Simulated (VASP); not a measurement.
**Ti: single point with LDA**

Ti:

```
Ti
1.0
     0.00000    2.00053    2.00053
     2.00053    0.00000    2.00053
     2.00053    2.00053    0.00000
Ti
1
Direct
  0.00000 0.00000 0.00000
```

This isn't the form of Ti at room conditions, which is hcp.

```json
{"Program": "VASP 6.6.1", "Task": "single point", "Functional": "LDA", "Potentials or basis": "VASP PAW LDA potentials, release 64 (Ti_sv)", "Cutoff": "520 eV", "k mesh": "20 × 20 × 20", "Occupations": "gaussian, width 0.15 eV", "Spin": "no spin polarisation"}
```

```
Pressure               : 0.0 GPa
Band gap on the k mesh : zero (bands 6 and 7 overlap by 1.29 eV)
```

Levels at points of the mesh, in eV from the Fermi level:
```csv
k point,band 3,band 4,band 5,band 6,band 7,band 8,band 9,band 10
"(0.00, 0.00, 0.00)",-32.01,-32.01,-6.20,0.89,0.89,0.89,2.69,2.69
"(0.50, 0.00, 0.00)",-32.13,-32.13,-2.78,0.74,0.74,0.96,3.92,3.92
"(0.50, 0.50, 0.00)",-32.32,-32.32,-2.88,-1.96,3.31,3.89,4.25,4.25
```

Run time: 66 s on 1 thread of AMD EPYC 9R45 (Zen 5), on a shared host, peak memory 0.13 GiB.
